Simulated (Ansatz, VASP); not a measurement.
## Two plane-wave programs on TiC18

```
C Ti
1.0
     7.39800    0.00000    0.00000
    -3.69900    6.40686    0.00000
     0.00000    0.00000   11.00000
C Ti
18 1
Direct
  0.99929 0.00065 0.09022
  0.22271 0.11236 0.09024
  0.99931 0.33310 0.09225
  0.22269 0.44479 0.09225
  0.99929 0.66552 0.09026
  0.22271 0.77723 0.09027
  0.33443 0.00065 0.09027
  0.55729 0.11209 0.09243
  0.33415 0.33523 0.09242
  0.55516 0.44479 0.09225
  0.33415 0.66580 0.09244
  0.55516 0.77725 0.09225
  0.66684 0.00063 0.09225
  0.88786 0.11209 0.09241
  0.66684 0.33310 0.09225
  0.88786 0.44265 0.09243
  0.66471 0.66580 0.09242
  0.88758 0.77723 0.09023
  0.11092 0.88898 0.25682
```

Alike in both runs: functional PBE; k mesh 2 × 2 × 1; occupations fermi-dirac, width 0.05 eV; collinear spin.

Ansatz relaxed the structure, and its values are those at the end. VASP's run is a single point on that final structure, the one shown.

|  | VASP | Ansatz |
| --- | --- | --- |
| version | VASP 6.6.1 | Ansatz 0.2.0 |
| potentials or method | VASP PAW PBE potentials, release 64 (C, Ti_sv), cutoff 520 eV | scalar-relativistic, plane waves, PAW |
| valence electrons in the cell | 84 | 84 |

Ansatz gave:

| Item | Value |
| --- | --- |
| rms of the force components (eV/Å) | 0.002 |
| net moment per atom (μB) | 0.16 |
| size of the moment on the site where the two differ most (μB) | 1.52 |

Q: Estimate VASP's values.

A: rms of the force components (eV/Å): 0.051; net moment per atom (μB): 0.10; size of the moment on the site where the two differ most (μB): 1.60.

Site moments also hang on the region over which each program counts them.

The k mesh is coarse, so the values compare programs but aren't converged.
